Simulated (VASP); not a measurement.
Here is a VASP 6.6.1 calculation.

File INCAR:

```
SYSTEM = NdHf
ALGO = Normal ; EDIFF = 1E-6
ENCUT = 500 ; GGA = PE
GGA_COMPAT = .False. ; ISIF = 2
ISMEAR = 0 ; LASPH = .True.
LCHARG = .False. ; LMAXMIX = 6
LREAL = .False. ; LWAVE = .False.
NBANDS = 18 ; NELM = 200
PREC = Accurate ; SIGMA = 0.1
```

Contents of KPOINTS:

```
k-points
0
Gamma
  14 14 10
  0 0 0
```

The input POSCAR:

```
NdHf
1.0
    3.3619337998      0.0000000000      0.0000000000
    0.0000000000      3.3619337998      0.0000000000
    0.0000000000      0.0000000000      4.8482767340
Nd Hf
1 1
Direct
    0.0000000000      0.0000000000      0.0000000000
    0.5000000000      0.5000000000      0.5000000000
```

Potentials or basis: VASP PAW PBE potentials, release 64 (Nd_3, Hf_pv), 4f in core.

Launch:

```sh
$ cat potpaw_PBE.64/Nd_3/POTCAR potpaw_PBE.64/Hf_pv/POTCAR > POTCAR
$ mpirun -np 1 vasp_std > vasp.out
```

**Question.** Predict the pressure.

**Answer.** 0.4 GPa.

**Question.** What does it give for the band gap on the k mesh?

**Answer.** Zero (an odd number of electrons rules out a gap without spin polarisation).

Stress tensor (GPa, compression positive):
```
0.24 0.00 0.00
0.00 0.24 0.00
0.00 0.00 0.61
```

Caveat: spin-orbit coupling is left out, which moves the levels of the heavy elements; the 4f electrons are frozen in the core, so they carry no moment and show no levels. Spin polarisation is off, so any magnetic state and its effect on volume and gap are missing.
